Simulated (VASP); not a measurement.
# RbRe (Pm-3m) in VASP: relaxation of cell and atoms with PBE

Aim: the relaxation of cell and atoms of RbRe with PBE.

All numbers are computed with VASP 6.6.1; they aren't measurements. Logs are shortened: lines on timing, memory, paths and dates and some standing lists are left out, and cuts for length are marked.

### Step 1. The cell of the first run

The structure is cubic, space group Pm-3m (No. 221). The conventional cell has a = 3.723 Å, b = 3.723 Å, c = 3.723 Å, α = 90.00°, β = 90.00°, γ = 90.00°. Rb (site symmetry m-3m) has 8 Re at 3.22 Å and 6 Rb at 3.72 Å within 4.2 Å. Re (site symmetry m-3m) has 8 Rb at 3.22 Å and 6 Re at 3.72 Å within 4.2 Å.

### Step 2. Relaxation of cell and atoms, PBE

Input file INCAR:

```
SYSTEM = RbRe
PREC = Accurate
ENCUT = 500
EDIFF = 1E-7
ISMEAR = 0
SIGMA = 0.1
LREAL = .FALSE.
LASPH = .TRUE.
NELM = 120
ALGO = Normal
ISIF = 3
LWAVE = .FALSE.
LCHARG = .FALSE.
GGA = PE
IBRION = 2
NSW = 90
EDIFFG = -0.04
GGA_COMPAT = .FALSE.
NELMIN = 4
```

Input file KPOINTS:

```
regular mesh
0
G
  6 6 6
  0 0 0
```

Input file POSCAR:

```
RbRe
1.0
    3.7226171292      0.0000000000      0.0000000000
    0.0000000000      3.7226171292      0.0000000000
    0.0000000000      0.0000000000      3.7226171292
Rb Re
1 1
Direct
    0.5000000000      0.5000000000      0.5000000000
    0.0000000000      0.0000000000      0.0000000000
```

Potentials or basis: VASP PAW PBE potentials, release 64 (Rb_sv, Re_sv_GW).

Run with:

```bash
cat potpaw_PBE.64/Rb_sv/POTCAR potpaw_PBE.64/Re_sv_GW/POTCAR > POTCAR
mpirun -np 1 vasp_std > vasp.out
```

OUTCAR:

```text
SYSTEM = RbRe
   PREC = Accurate
   ENCUT = 500
   EDIFF = 1E-7
   ISMEAR = 0
   LREAL = .FALSE.
   LASPH = .TRUE.
   NELM = 120
   ISIF = 3
   GGA = PE
   IBRION = 2
   NSW = 90
   EDIFFG = -0.04
   NELMIN = 4

 ion  position               nearest neighbor table
   1  0.500  0.500  0.500-   2 3.22   2 3.22   2 3.22   2 3.22   2 3.22   2 3.22   2 3.22   2 3.22

   2  0.000  0.000  0.000-   1 3.22   1 3.22   1 3.22   1 3.22   1 3.22   1 3.22   1 3.22   1 3.22

  LATTYP: Found a simple cubic cell.
 ALAT       =     3.7226171292

  Lattice vectors:

 A1 = (   3.7226171292,   0.0000000000,   0.0000000000)
 A2 = (   0.0000000000,   3.7226171292,   0.0000000000)
 A3 = (   0.0000000000,   0.0000000000,   3.7226171292)

Analysis of symmetry for initial positions (statically):
=====================================================================
 Subroutine PRICEL returns:
 Original cell was already a primitive cell.

 Routine SETGRP: Setting up the symmetry group for a
 simple cubic supercell.

 Subroutine GETGRP returns: Found 48 space group operations
 (whereof 48 operations were pure point group operations)
 out of a pool of 48 trial point group operations.

The static configuration has the point symmetry O_h .

Analysis of symmetry for dynamics (positions and initial velocities):
=====================================================================
 Subroutine PRICEL returns:
 Original cell was already a primitive cell.

 Routine SETGRP: Setting up the symmetry group for a
 simple cubic supercell.

 Subroutine GETGRP returns: Found 48 space group operations
 (whereof 48 operations were pure point group operations)
 out of a pool of 48 trial point group operations.

The dynamic configuration has the point symmetry O_h .

 Subroutine INISYM returns: Found 48 space group operations
 (whereof 48 operations are pure point group operations),
 and found     1 'primitive' translations

----------------------------------------------------------------------------------------

                                     Primitive cell

  volume of cell :      51.5876

  direct lattice vectors                    reciprocal lattice vectors
     3.722617129  0.000000000  0.000000000     0.268628216  0.000000000  0.000000000
     0.000000000  3.722617129  0.000000000     0.000000000  0.268628216  0.000000000
     0.000000000  0.000000000  3.722617129     0.000000000  0.000000000  0.268628216

  length of vectors
     3.722617129  3.722617129  3.722617129     0.268628216  0.268628216  0.268628216

  position of ions in fractional coordinates (direct lattice)
     0.500000000  0.500000000  0.500000000
     0.000000000  0.000000000  0.000000000

  ion indices of the primitive-cell ions
   primitive index   ion index
                 1           1
                 2           2

----------------------------------------------------------------------------------------

 KPOINTS: regular mesh

Automatic generation of k-mesh.
 Grid dimensions read from file:
 generate k-points for:    6    6    6

 Generating k-lattice:

  Cartesian coordinates                     Fractional coordinates (reciprocal lattice)
     0.044771369  0.000000000  0.000000000     0.166666667  0.000000000  0.000000000
     0.000000000  0.044771369  0.000000000     0.000000000  0.166666667  0.000000000
     0.000000000  0.000000000  0.044771369     0.000000000  0.000000000  0.166666667

  Length of vectors
     0.044771369  0.044771369  0.044771369

  Shift w.r.t. Gamma in fractional coordinates (k-lattice)
     0.000000000  0.000000000  0.000000000

 Subroutine IBZKPT returns following result:
 ===========================================

 Found     20 irreducible k-points:

 Following reciprocal coordinates:
            Coordinates               Weight
  0.000000  0.000000  0.000000      1.000000
  0.166667  0.000000  0.000000      6.000000
  0.333333  0.000000  0.000000      6.000000
  0.500000  0.000000  0.000000      3.000000
  0.166667  0.166667  0.000000     12.000000
  0.333333  0.166667  0.000000     24.000000
[... 12 lines left out ...]
  0.500000  0.500000  0.333333      6.000000
  0.500000  0.500000  0.500000      1.000000
   k-points           NKPTS =     20   k-points in BZ     NKDIM =     20   number of bands    NBANDS=     16
   number of dos      NEDOS =    301   number of ions     NIONS =      2
   total plane-waves  NPLWV =  21952
   dimension x,y,z NGX =    28 NGY =   28 NGZ =   28
   dimension x,y,z NGXF=    56 NGYF=   56 NGZF=   56
   ions per type =               1   1
   NGX,Y,Z   is equivalent  to a cutoff of  12.50, 12.50, 12.50 a.u.
   NGXF,Y,Z  is equivalent  to a cutoff of  25.01, 25.01, 25.01 a.u.
 SYSTEM =  RbRe
   PREC   = accura    normal or accurate (medium, high low for compatibility)
   ISTART =      0    job   : 0-new  1-cont  2-samecut
   ICHARG =      2    charge: 1-file 2-atom 10-const
   ISPIN  =      1    spin polarized calculation?
   LNONCOLLINEAR =      F non collinear calculations
   LSORBIT =      F    spin-orbit coupling
   LASPH  =      T    aspherical Exc in radial PAW
   ENCUT  =  500.0 eV  36.75 Ry    6.06 a.u.   6.79  6.79  6.79*2*pi/ulx,y,z
   NELM   =    120;   NELMIN=  4; NELMDL= -5     # of ELM steps
   EDIFF  = 0.1E-06   stopping-criterion for ELM
   LREAL  =      F    real-space projection
   EDIFFG = -.4E-01   stopping-criterion for IOM
   NSW    =     90    number of steps for IOM
   IBRION =      2    ionic relax: 0-MD 1-quasi-New 2-CG
   NFREE  =      1    steps in history (QN), initial steepest desc. (CG)
   ISIF   =      3    stress and relaxation
   ISYM   =      2    0-nonsym 1-usesym 2-fastsym
   POTIM  = 0.5000    time-step for ionic-motion
   TEBEG  =    0.0;   TEEND  =   0.0 temperature during run
   PSTRESS=    0.0 pullay stress
   NELECT =      24.0000    total number of electrons
   NUPDOWN=      -1.0000    fix difference up-down
   EMIN   =  10.00;   EMAX   =-10.00  energy-range for DOS
   EFERMI =   0.00;   METHOD = LEGACY
   ISMEAR =     0;   SIGMA  =   0.10  broadening in eV -4-tet -1-fermi 0-gaus
   EFERMI_NEDOS =   21; number of points for ismear=-14 and -15
   IALGO  =     38    algorithm
   IMIX   =      4    mixing-type and parameters
     AMIX     =   0.40;   BMIX     =  1.00
     AMIX_MAG =   1.60;   BMIX_MAG =  1.00
  volume/ion in A,a.u.               =      25.79       174.07
  Fermi-wavevector in a.u.,A,eV,Ry     =   1.268519  2.397153 21.893675  1.609140
  Thomas-Fermi vector in A             =   2.401609
   LORBIT       =      0    0 simple, 1 ext, 2 COOP (PROOUT), +10 PAW based schemes
   GGA     = PE    functional components
   LHFCALC =     F    Hartree Fock is set to
   AEXX    =    0.0000 exact exchange contribution
   IVDW    =     0    specifies the selected vdW correction
   LEPSILON=     F    determine dielectric tensor
   LRPA    =     F    only Hartree local field effects (RPA)
 conjugate gradient relaxation of ions
 non-spin polarized calculation
 Gauss-broadening in eV      SIGMA  =   0.10
  energy-cutoff  :      500.00
  volume of cell :       51.59
 maximum number of plane-waves:      1357
 NGX is ok and might be reduce to    28
   NGX = 13   NGY = 13   NGZ = 13

 number of electron      24.0000008 magnetization

 Free energy of the ion-electron system (eV)
  ---------------------------------------------------
  ext. energy  EPLUGINS =         0.00000000
  ---------------------------------------------------
  free energy    TOTEN  =        -7.97413719 eV

  energy without entropy =       -7.92502952  energy(sigma->0) =       -7.94958336

 E-fermi :   4.1491     XC(G=0): -10.3220

 val. band max:        4.1205476710   @ k =   0.3333   0.1667   0.1667
 cond. band min:       4.1519541983   @ k =   0.1667   0.1667   0.1667
 fundamental gap:      0.0314065273
 Fermi energy:         4.1490580328

 k-point     1 :       0.0000    0.0000    0.0000
  band No.  band energies     occupation
      1     -75.3016      2.00000
      2     -37.1353      2.00000
      3     -37.1353      2.00000
      4     -37.1353      2.00000
      5     -22.1303      2.00000
      6      -6.0181      2.00000
[... 8 lines left out ...]
     15      10.3848      0.00000
     16      10.3848      0.00000

 k-point     2 :       0.1667    0.0000    0.0000
  band No.  band energies     occupation
      1     -75.3012      2.00000
      2     -37.1397      2.00000
      3     -37.1341      2.00000
      4     -37.1341      2.00000
      5     -22.1093      2.00000
      6      -6.3515      2.00000
[... 8 lines left out ...]
     15       9.8364      0.00000
     16       9.9179      0.00000

 k-point     3 :       0.3333    0.0000    0.0000
  band No.  band energies     occupation
      1     -75.3010      2.00000
      2     -37.1510      2.00000
      3     -37.1329      2.00000
      4     -37.1329      2.00000
      5     -22.0667      2.00000
      6      -6.9180      2.00000
[... 8 lines left out ...]
     15       7.5170      0.00000
     16       9.0492      0.00000

 k-point     4 :       0.5000    0.0000    0.0000
  band No.  band energies     occupation
      1     -75.3007      2.00000
      2     -37.1556      2.00000
      3     -37.1320      2.00000
      4     -37.1320      2.00000
      5     -22.0452      2.00000
      6      -7.1665      2.00000
[... 8 lines left out ...]
     15       5.5819      0.00000
     16       8.6314      0.00000
[... 248 lines left out ...]
 k-point    18 :       0.5000    0.3333    0.3333
  band No.  band energies     occupation
      1     -75.3004      2.00000
      2     -37.1533      2.00000
      3     -37.1473      2.00000
      4     -37.1472      2.00000
      5     -21.9502      2.00000
      6      -6.7937      2.00000
[... 8 lines left out ...]
     15       6.2441      0.00000
     16       7.4436      0.00000

 k-point    19 :       0.5000    0.5000    0.3333
  band No.  band energies     occupation
      1     -75.3004      2.00000
      2     -37.1530      2.00000
      3     -37.1530      2.00000
      4     -37.1467      2.00000
      5     -21.9332      2.00000
      6      -6.7623      2.00000
[... 8 lines left out ...]
     15       6.1450      0.00000
     16       6.1450      0.00000

 k-point    20 :       0.5000    0.5000    0.5000
  band No.  band energies     occupation
      1     -75.3003      2.00000
      2     -37.1524      2.00000
      3     -37.1524      2.00000
      4     -37.1524      2.00000
      5     -21.9157      2.00000
      6      -6.7537      2.00000
[... 8 lines left out ...]
     15       5.5853      0.00000
     16       5.5853      0.00000

------------------------ aborting loop because EDIFF is reached ----------------------------------------

  FORCE on cell =-STRESS in cart. coord.  units (eV):
  Direction    XX          YY          ZZ          XY          YZ          ZX
  --------------------------------------------------------------------------------------
  -------------------------------------------------------------------------------------
  Total        0.0238462      0.0238462      0.0238462     -0.0000000      0.0000000     -0.0000000
  in kB        0.7406009      0.7406009      0.7406009     -0.0000000      0.0000000     -0.0000000
  external PRESSURE =       0.7406009 kB  Pullay stress =       0.0000000 kB

 VOLUME and BASIS-vectors are now :
 -----------------------------------------------------------------------------
  energy-cutoff  :      500.00
  volume of cell :       51.59
      direct lattice vectors                 reciprocal lattice vectors
     3.722617129  0.000000000  0.000000000     0.268628216  0.000000000  0.000000000
     0.000000000  3.722617129  0.000000000     0.000000000  0.268628216  0.000000000
     0.000000000  0.000000000  3.722617129     0.000000000  0.000000000  0.268628216

 POSITION                                       TOTAL-FORCE (eV/Angst)
 -----------------------------------------------------------------------------------
      1.86131      1.86131      1.86131         0.000000      0.000000      0.000000
      0.00000      0.00000      0.00000         0.000000      0.000000      0.000000
 -----------------------------------------------------------------------------------
    total drift:                                0.000000      0.000000      0.000000

  FREE ENERGIE OF THE ION-ELECTRON SYSTEM (eV)
  ---------------------------------------------------
  free  energy   TOTEN  =        -7.9741371944 eV

  energy  without entropy=       -7.9250295201  energy(sigma->0) =       -7.94958336

 reached required accuracy - stopping structural energy minimisation
```

It took 8.7 s on 1 thread of AMD EPYC 9R45 (Zen 5), shared host; peak memory 0.14 GiB.

What came out:

- Free energy: -7.9741 eV
- Pressure after relaxing: 0.1 GPa
- Band gap on the k mesh: zero (bands 12 and 13 overlap by 1.18 eV)

Final structure:
```
CELL_PARAMETERS angstrom
3.72262 0.00000 0.00000
0.00000 3.72262 0.00000
0.00000 0.00000 3.72262
ATOMIC_POSITIONS crystal
Rb 0.50000 0.50000 0.50000
Re 0.00000 0.00000 0.00000
```

Caveat: the relaxation stopped at its first step, so nothing moved; spin-orbit coupling is left out, which moves the levels of the heavy elements.
